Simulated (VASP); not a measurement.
# TiH (Fm-3m) in VASP: a series of runs

TiH is run at these levels: PBEsol; tasks: single point.

Everything below comes from runs of VASP 6.6.1. Logs are shortened: lines on timing, memory, paths and dates and some standing lists are left out, and cuts for length are marked.

## 1. The cell of the first run

It takes space group Fm-3m (No. 225, cubic). The conventional cell has a = 4.179 Å, b = 4.179 Å, c = 4.179 Å, α = 90.00°, β = 90.00°, γ = 90.00°. Ti (site symmetry m-3m) has 6 H at 2.09 Å within 2.8 Å. Within 2.8 Å of H (site symmetry m-3m) lie 6 Ti at 2.09 Å.

## 2. Single point, PBEsol

INCAR

```
ALGO = Normal ; EDIFF = 1E-7
ENCUT = 520 ; GGA = PS
ISIF = 2 ; ISMEAR = 0
LASPH = True ; LCHARG = False
LREAL = False ; LWAVE = False
NBANDS = 14 ; NELM = 100
PREC = Accurate ; SIGMA = 0.1
```

KPOINTS

```
k-points
0
Gamma
  12 12 12
```

POSCAR

```
TiH
1.0
    0.0000000000      2.0896970000      2.0896970000
    2.0896970000      0.0000000000      2.0896970000
    2.0896970000      2.0896970000      0.0000000000
Ti H
1 1
Direct
    0.0000000000      0.0000000000      0.0000000000
    0.5000000000      0.5000000000      0.5000000000
```

Potentials or basis: VASP PAW PBE potentials, release 64 (Ti_sv, H).

Run with:

```console
cat potpaw_PBE.64/Ti_sv/POTCAR potpaw_PBE.64/H/POTCAR > POTCAR
mpirun -np 1 vasp_std > vasp.out
```

OUTCAR:

```text
EDIFF = 1E-7
   ENCUT = 520
   GGA = PS
   ISIF = 2
   ISMEAR = 0
   LASPH = True
   LREAL = False
   NELM = 100
   PREC = Accurate

 ion  position               nearest neighbor table
   1  0.000  0.000  0.000-
   2  0.500  0.500  0.500-

  LATTYP: Found a face centered cubic cell.
 ALAT       =     4.1793940000

  Lattice vectors:

 A1 = (   0.0000000000,   2.0896970000,   2.0896970000)
 A2 = (   2.0896970000,   0.0000000000,   2.0896970000)
 A3 = (   2.0896970000,   2.0896970000,   0.0000000000)

Analysis of symmetry for initial positions (statically):
=====================================================================
 Subroutine PRICEL returns:
 Original cell was already a primitive cell.

 Routine SETGRP: Setting up the symmetry group for a
 face centered cubic supercell.

 Subroutine GETGRP returns: Found 48 space group operations
 (whereof 48 operations were pure point group operations)
 out of a pool of 48 trial point group operations.

The static configuration has the point symmetry O_h .

Analysis of symmetry for dynamics (positions and initial velocities):
=====================================================================
 Subroutine PRICEL returns:
 Original cell was already a primitive cell.

 Routine SETGRP: Setting up the symmetry group for a
 face centered cubic supercell.

 Subroutine GETGRP returns: Found 48 space group operations
 (whereof 48 operations were pure point group operations)
 out of a pool of 48 trial point group operations.

The dynamic configuration has the point symmetry O_h .

 Subroutine INISYM returns: Found 48 space group operations
 (whereof 48 operations are pure point group operations),
 and found     1 'primitive' translations

----------------------------------------------------------------------------------------

                                     Primitive cell

  volume of cell :      18.2507

  direct lattice vectors                    reciprocal lattice vectors
     0.000000000  2.089697000  2.089697000    -0.239269138  0.239269138  0.239269138
     2.089697000  0.000000000  2.089697000     0.239269138 -0.239269138  0.239269138
     2.089697000  2.089697000  0.000000000     0.239269138  0.239269138 -0.239269138

  length of vectors
     2.955277839  2.955277839  2.955277839     0.414426304  0.414426304  0.414426304

  position of ions in fractional coordinates (direct lattice)
     0.000000000  0.000000000  0.000000000
     0.500000000  0.500000000  0.500000000

  ion indices of the primitive-cell ions
   primitive index   ion index
                 1           1
                 2           2

----------------------------------------------------------------------------------------

 KPOINTS: k-points

Automatic generation of k-mesh.
 Grid dimensions read from file:
 generate k-points for:   12   12   12

 Generating k-lattice:

  Cartesian coordinates                     Fractional coordinates (reciprocal lattice)
    -0.019939095  0.019939095  0.019939095     0.083333333  0.000000000  0.000000000
     0.019939095 -0.019939095  0.019939095     0.000000000  0.083333333  0.000000000
     0.019939095  0.019939095 -0.019939095     0.000000000  0.000000000  0.083333333

  Length of vectors
     0.034535525  0.034535525  0.034535525

  Shift w.r.t. Gamma in fractional coordinates (k-lattice)
     0.000000000  0.000000000  0.000000000

 Subroutine IBZKPT returns following result:
 ===========================================

 Found     72 irreducible k-points:

 Following reciprocal coordinates:
            Coordinates               Weight
  0.000000  0.000000  0.000000      1.000000
  0.083333  0.000000  0.000000      8.000000
  0.166667  0.000000  0.000000      8.000000
  0.250000  0.000000  0.000000      8.000000
  0.333333  0.000000  0.000000      8.000000
  0.416667  0.000000  0.000000      8.000000
[... 16 lines left out ...]
  0.500000  0.166667  0.000000     24.000000
 -0.416667  0.166667  0.000000     24.000000
 [... further k-points ...]
   k-points           NKPTS =     72   k-points in BZ     NKDIM =     72   number of bands    NBANDS=     14
   number of dos      NEDOS =    301   number of ions     NIONS =      2
   total plane-waves  NPLWV =  13824
   dimension x,y,z NGX =    24 NGY =   24 NGZ =   24
   dimension x,y,z NGXF=    48 NGYF=   48 NGZF=   48
   ions per type =               1   1
   NGX,Y,Z   is equivalent  to a cutoff of  13.50, 13.50, 13.50 a.u.
   NGXF,Y,Z  is equivalent  to a cutoff of  27.00, 27.00, 27.00 a.u.
 SYSTEM =  unknown system
   PREC   = accura    normal or accurate (medium, high low for compatibility)
   ISTART =      0    job   : 0-new  1-cont  2-samecut
   ICHARG =      2    charge: 1-file 2-atom 10-const
   ISPIN  =      1    spin polarized calculation?
   LNONCOLLINEAR =      F non collinear calculations
   LSORBIT =      F    spin-orbit coupling
   LASPH  =      T    aspherical Exc in radial PAW
[... 27 lines left out ...]
   GGA     = PS    functional components
   LHFCALC =     F    Hartree Fock is set to
   AEXX    =    0.0000 exact exchange contribution
   IVDW    =     0    specifies the selected vdW correction
   LEPSILON=     F    determine dielectric tensor
   LRPA    =     F    only Hartree local field effects (RPA)
 non-spin polarized calculation
 Gauss-broadening in eV      SIGMA  =   0.10
  energy-cutoff  :      520.00
  volume of cell :       18.25
 maximum number of plane-waves:       531
 NGX is ok and might be reduce to    24
   NGX = 11   NGY = 11   NGZ = 11

 number of electron      12.9999996 magnetization

 Free energy of the ion-electron system (eV)
  ---------------------------------------------------
  ext. energy  EPLUGINS =         0.00000000
  ---------------------------------------------------
  free energy    TOTEN  =       -12.42508976 eV

  energy without entropy =      -12.41518497  energy(sigma->0) =      -12.42013736

 E-fermi :   8.6652     XC(G=0): -12.0567

 val. band max:        8.6547253579   @ k =  -0.4167   0.1667   0.0000
 cond. band min:       8.6807945389   @ k =   0.5000   0.1667   0.0000
 fundamental gap:      0.0260691809
 Fermi energy:         8.6652324124

 k-point     1 :       0.0000    0.0000    0.0000
  band No.  band energies     occupation
      1     -47.8261      2.00000
      2     -23.8591      2.00000
      3     -23.8591      2.00000
      4     -23.8591      2.00000
      5      -0.8159      2.00000
      6       9.3442      0.00000
      7       9.3442      0.00000
      8       9.3442      0.00000
      9      10.8261      0.00000
     10      10.8261      0.00000
     11      19.3318      0.00000
     12      23.2303      0.00000
     13      24.9030      0.00000
     14      24.9030      0.00000

 k-point     2 :       0.0833    0.0000    0.0000
  band No.  band energies     occupation
      1     -47.8189      2.00000
      2     -23.9031      2.00000
      3     -23.8642      2.00000
      4     -23.8642      2.00000
      5      -0.6213      2.00000
      6       9.1928      0.00000
      7       9.4183      0.00000
      8       9.4183      0.00000
      9      10.7584      0.00000
     10      10.7584      0.00000
     11      18.5418      0.00000
     12      23.3693      0.00000
     13      25.1156      0.00000
     14      25.1156      0.00000

 k-point     3 :       0.1667    0.0000    0.0000
  band No.  band energies     occupation
      1     -47.7991      2.00000
      2     -24.0222      2.00000
      3     -23.8782      2.00000
      4     -23.8782      2.00000
      5      -0.0601      2.00000
      6       8.7585      0.18709
      7       9.5409      0.00000
      8       9.5409      0.00000
      9      10.6828      0.00000
     10      10.6828      0.00000
     11      17.1232      0.00000
     12      23.2457      0.00000
     13      25.6572      0.00000
     14      25.6572      0.00000
[... 324 lines left out ...]
 k-point    23 :       0.5000    0.1667    0.0000
  band No.  band energies     occupation
      1     -47.7086      2.00000
      2     -24.4232      2.00000
      3     -24.0265      2.00000
      4     -23.9703      2.00000
      5       3.0649      2.00000
      6       6.3742      2.00000
      7       8.6808      0.82581
      8       9.5100      0.00000
      9      12.0063      0.00000
     10      12.0257      0.00000
     11      15.6023      0.00000
     12      18.3790      0.00000
     13      23.3751      0.00000
     14      24.0460      0.00000

 k-point    24 :      -0.4167    0.1667    0.0000
  band No.  band energies     occupation
      1     -47.7068      2.00000
      2     -24.4293      2.00000
      3     -24.0469      2.00000
      4     -23.9574      2.00000
      5       3.2777      2.00000
      6       6.2189      2.00000
      7       8.6547      1.11812
      8       9.4154      0.00000
      9      11.7457      0.00000
     10      12.3392      0.00000
     11      15.6850      0.00000
     12      18.1650      0.00000
     13      23.2557      0.00000
     14      24.3006      0.00000

 [... further k-points ...]

------------------------ aborting loop because EDIFF is reached ----------------------------------------

  FORCE on cell =-STRESS in cart. coord.  units (eV):
  Direction    XX          YY          ZZ          XY          YZ          ZX
  --------------------------------------------------------------------------------------
  -------------------------------------------------------------------------------------
  Total       -0.4202744     -0.4202744     -0.4202744      0.0000000      0.0000000     -0.0000000
  in kB      -36.8946642    -36.8946642    -36.8946642      0.0000000      0.0000000     -0.0000000
  external PRESSURE =     -36.8946642 kB  Pullay stress =       0.0000000 kB

 VOLUME and BASIS-vectors are now :
 -----------------------------------------------------------------------------
  energy-cutoff  :      520.00
  volume of cell :       18.25
      direct lattice vectors                 reciprocal lattice vectors
     0.000000000  2.089697000  2.089697000    -0.239269138  0.239269138  0.239269138
     2.089697000  0.000000000  2.089697000     0.239269138 -0.239269138  0.239269138
     2.089697000  2.089697000  0.000000000     0.239269138  0.239269138 -0.239269138

 POSITION                                       TOTAL-FORCE (eV/Angst)
 -----------------------------------------------------------------------------------
      0.00000      0.00000      0.00000         0.000000      0.000000     -0.000000
      2.08970      2.08970      2.08970        -0.000000     -0.000000      0.000000
 -----------------------------------------------------------------------------------
    total drift:                                0.000000     -0.000000     -0.000000

  FREE ENERGIE OF THE ION-ELECTRON SYSTEM (eV)
  ---------------------------------------------------
  free  energy   TOTEN  =       -12.4250897574 eV

  energy  without entropy=      -12.4151849694  energy(sigma->0) =      -12.42013736
```

Wall time 17 s (1 thread of Intel Xeon 6975P-C, shared host); peak memory 0.15 GiB.

Results:

```yaml
Free_energy: -12.4251 eV
Pressure: -3.7 GPa
```

Levels at points of the mesh, in eV from the Fermi level:
| k point | band 3 | band 4 | band 5 | band 6 | band 7 | band 8 | band 9 | band 10 |
| --- | --- | --- | --- | --- | --- | --- | --- | --- |
| (0.00, 0.00, 0.00) | -32.52 | -32.52 | -9.48 | 0.68 | 0.68 | 0.68 | 2.16 | 2.16 |
| (0.50, 0.00, 0.00) | -32.60 | -32.60 | -5.01 | -3.13 | 0.28 | 0.28 | 3.29 | 3.29 |
| (0.50, 0.50, 0.00) | -32.74 | -32.74 | -6.78 | -1.85 | 1.60 | 3.21 | 3.64 | 3.64 |

Caveat: the PAW data sets were made with another functional, which shifts forces and pressure a little.

## 3. Single point, PBEsol

This run uses another cell than the first one, of 9.35 Å³/atom, 1.025 times its volume.

INCAR

```
SYSTEM = TiH
ALGO     = Normal         ! electronic algorithm
EDIFF    = 1E-6           ! SCF threshold, eV
ENCUT    = 520            ! plane-wave cutoff, eV
GGA      = PS             ! functional
ISIF     = 2              ! what is computed and relaxed
ISMEAR   = 0              ! smearing method
LASPH    = .True.         ! aspherical terms in the spheres
LCHARG   = .True.         ! write CHGCAR
LELF     = .True.         ! ELF
LREAL    = .False.        ! projectors in reciprocal space
LVHAR    = .True.       
LWAVE    = .False.        ! write WAVECAR
NBANDS   = 14             ! bands
NELM     = 80             ! most SCF steps
PREC     = Accurate       ! precision mode
SIGMA    = 0.1            ! smearing width, eV
```

KPOINTS

```
k-points
0
Gamma
  12 12 12
  0 0 0
```

POSCAR

```
TiH
1.0
    0.0000000000      2.1069680064      2.1069680064
    2.1069680064      0.0000000000      2.1069680064
    2.1069680064      2.1069680064      0.0000000000
Ti H
1 1
Direct
    0.0000000000      0.0000000000      0.0000000000
    0.5000000000      0.5000000000      0.5000000000
```

Potentials or basis: VASP PAW PBE potentials, release 64 (Ti_sv, H).

Run with:

```console
cat potpaw_PBE.64/Ti_sv/POTCAR potpaw_PBE.64/H/POTCAR > POTCAR
mpirun -np 1 vasp_std > vasp.out
```

Wall time 12 s (1 thread of Intel Xeon 6975P-C, shared host); peak memory 0.15 GiB.

Results (log left out):

* Free energy: -12.4103 eV
* Pressure: -7.0 GPa

Levels at points of the mesh, in eV from the Fermi level:
```tsv
k point	band 4	band 5	band 6	band 7	band 8	band 9
(0.00, 0.00, 0.00)	-32.59	-9.37	0.67	0.67	0.67	2.10
(0.50, 0.00, 0.00)	-32.66	-4.98	-3.07	0.28	0.28	3.19
(0.50, 0.50, 0.00)	-32.79	-6.65	-1.78	1.52	3.12	3.53
```

Caveat: the PAW data sets were made with another functional, which shifts forces and pressure a little.

## 4. Single point, PBEsol

This run uses another cell than the first one, of 9.58 Å³/atom, 1.050 times its volume.

INCAR

```
SYSTEM = TiH
PREC     = Accurate       ! precision mode
ENCUT    = 520            ! plane-wave cutoff, eV
EDIFF    = 1E-6           ! SCF threshold, eV
ISMEAR   = 0              ! smearing method
SIGMA    = 0.1            ! smearing width, eV
LREAL    = .FALSE.        ! projectors in reciprocal space
LASPH    = .TRUE.         ! aspherical terms in the spheres
NELM     = 80             ! most SCF steps
ALGO     = Normal         ! electronic algorithm
ISIF     = 2              ! what is computed and relaxed
LWAVE    = .FALSE.        ! write WAVECAR
LCHARG   = .TRUE.         ! write CHGCAR
GGA      = PS             ! functional
LELF     = .TRUE.         ! ELF
LVHAR    = .TRUE.       
NBANDS   = 14             ! bands
```

KPOINTS

```
regular mesh
0
G
  12 12 12
  0 0 0
```

POSCAR

```
TiH
1.0
    0.0000000000      2.1239604176      2.1239604176
    2.1239604176      0.0000000000      2.1239604176
    2.1239604176      2.1239604176      0.0000000000
Ti H
1 1
Direct
    0.0000000000      0.0000000000      0.0000000000
    0.5000000000      0.5000000000      0.5000000000
```

Run with:

```console
cat potpaw_PBE.64/Ti_sv/POTCAR potpaw_PBE.64/H/POTCAR > POTCAR
mpirun -np 1 vasp_std > vasp.out
```

Run time: 12 s. Hardware: 1 thread of Intel Xeon 6975P-C, shared host; peak memory 0.15 GiB.

The run converged. Its results:

| Quantity | Value |
| --- | --- |
| Free energy | -12.3869 eV |
| Pressure | -9.8 GPa |

Levels at points of the mesh, in eV from the Fermi level:
```csv
k point,band 4,band 5,band 6,band 7,band 8,band 9
"(0.00, 0.00, 0.00)",-32.65,-9.25,0.66,0.66,0.66,2.04
"(0.50, 0.00, 0.00)",-32.72,-4.95,-3.01,0.28,0.28,3.10
"(0.50, 0.50, 0.00)",-32.84,-6.52,-1.72,1.44,3.03,3.43
```

Caveat: the PAW data sets were made with another functional, which shifts forces and pressure a little.

## 5. Single point, PBEsol

This run uses another cell than the first one, of 9.81 Å³/atom, 1.075 times its volume.

INCAR

```
ALGO     = Normal         # electronic algorithm
EDIFF    = 1E-6           # SCF threshold, eV
ENCUT    = 520            # plane-wave cutoff, eV
GGA      = PS             # functional
ISIF     = 2              # what is computed and relaxed
ISMEAR   = 0              # smearing method
LASPH    = T              # aspherical terms in the spheres
LCHARG   = T              # write CHGCAR
LELF     = T              # ELF
LREAL    = F              # projectors in reciprocal space
LVHAR    = T            
LWAVE    = F              # write WAVECAR
NBANDS   = 14             # bands
NELM     = 80             # most SCF steps
PREC     = Accurate       # precision mode
SIGMA    = 0.1            # smearing width, eV
```

KPOINTS

```
k-points
0
Gamma
  12 12 12
```

POSCAR

```
TiH
1.0
    0.0000000000      2.1406852040      2.1406852040
    2.1406852040      0.0000000000      2.1406852040
    2.1406852040      2.1406852040      0.0000000000
Ti H
1 1
Direct
    0.0000000000      0.0000000000      0.0000000000
    0.5000000000      0.5000000000      0.5000000000
```

Run with:

```console
cat potpaw_PBE.64/Ti_sv/POTCAR potpaw_PBE.64/H/POTCAR > POTCAR
mpirun -np 1 vasp_std > vasp.out
```

Wall time 14 s (1 thread of Intel Xeon 6975P-C, shared host); peak memory 0.15 GiB.

The run converged. Its results:

```
Free energy : -12.3559 eV
Pressure    : -12.3 GPa
```

Levels at points of the mesh, in eV from the Fermi level:
| k point | band 4 | band 5 | band 6 | band 7 | band 8 | band 9 |
| --- | --- | --- | --- | --- | --- | --- |
| (0.00, 0.00, 0.00) | -32.71 | -9.14 | 0.65 | 0.65 | 0.65 | 1.99 |
| (0.50, 0.00, 0.00) | -32.77 | -4.92 | -2.95 | 0.29 | 0.29 | 3.01 |
| (0.50, 0.50, 0.00) | -32.88 | -6.40 | -1.66 | 1.37 | 2.94 | 3.32 |

Caveat: the PAW data sets were made with another functional, which shifts forces and pressure a little.

## 6. Single point, PBEsol

This run uses another cell than the first one, of 10.04 Å³/atom, 1.100 times its volume.

INCAR

```
SYSTEM = TiH
PREC = Accurate ; ENCUT = 520
EDIFF = 1E-7 ; ISMEAR = 0
SIGMA = 0.1 ; LREAL = .FALSE.
LASPH = .TRUE. ; NELM = 80
ALGO = Normal ; ISIF = 2
LWAVE = .FALSE. ; LCHARG = .FALSE.
GGA = PS ; NBANDS = 14
```

KPOINTS

```
regular mesh
0
G
  12 12 12
  0 0 0
```

POSCAR

```
TiH
1.0
    0.0000000000      2.1571526604      2.1571526604
    2.1571526604      0.0000000000      2.1571526604
    2.1571526604      2.1571526604      0.0000000000
Ti H
1 1
Direct
    0.0000000000      0.0000000000      0.0000000000
    0.5000000000      0.5000000000      0.5000000000
```

Potentials or basis: VASP PAW PBE potentials, release 64 (Ti_sv, H).

Run with:

```console
cat potpaw_PBE.64/Ti_sv/POTCAR potpaw_PBE.64/H/POTCAR > POTCAR
mpirun -np 1 vasp_std > vasp.out
```

Run time: 14 s. Hardware: 1 thread of Intel Xeon 6975P-C, shared host; peak memory 0.15 GiB.

It converged, with:

```
Free energy : -12.3180 eV
Pressure    : -14.5 GPa
```

Levels at points of the mesh, in eV from the Fermi level:
| k point | band 3 | band 4 | band 5 | band 6 | band 7 | band 8 | band 9 | band 10 |
| --- | --- | --- | --- | --- | --- | --- | --- | --- |
| (0.00, 0.00, 0.00) | -32.77 | -32.77 | -9.03 | 0.64 | 0.64 | 0.64 | 1.93 | 1.93 |
| (0.50, 0.00, 0.00) | -32.83 | -32.83 | -4.89 | -2.89 | 0.29 | 0.29 | 2.92 | 2.92 |
| (0.50, 0.50, 0.00) | -32.93 | -32.93 | -6.28 | -1.60 | 1.31 | 2.85 | 3.23 | 3.23 |

Caveat: the PAW data sets were made with another functional, which shifts forces and pressure a little.

## 7. The runs side by side

```csv
cell,gap on the mesh (eV),pressure (GPa)
"a = 2.955 Å, angles 60.0°, 2 atoms",none,-3.7
"a = 2.980 Å, angles 60.0°, 2 atoms",none,-7.0
"a = 3.004 Å, angles 60.0°, 2 atoms",none,-9.8
"a = 3.027 Å, angles 60.0°, 2 atoms",none,-12.3
"a = 3.051 Å, angles 60.0°, 2 atoms",none,-14.5
```

Alike in all rows: task single point; level PBEsol; potentials or basis VASP PAW PBE potentials, release 64 (Ti_sv, H); no spin polarisation; k mesh 12 × 12 × 12; cutoff (eV) 520; smearing gaussian 0.1 eV.

Caveats: the PAW data sets were made with another functional, which shifts forces and pressure a little.

Absolute energies hang on the potentials; compare differences alone.
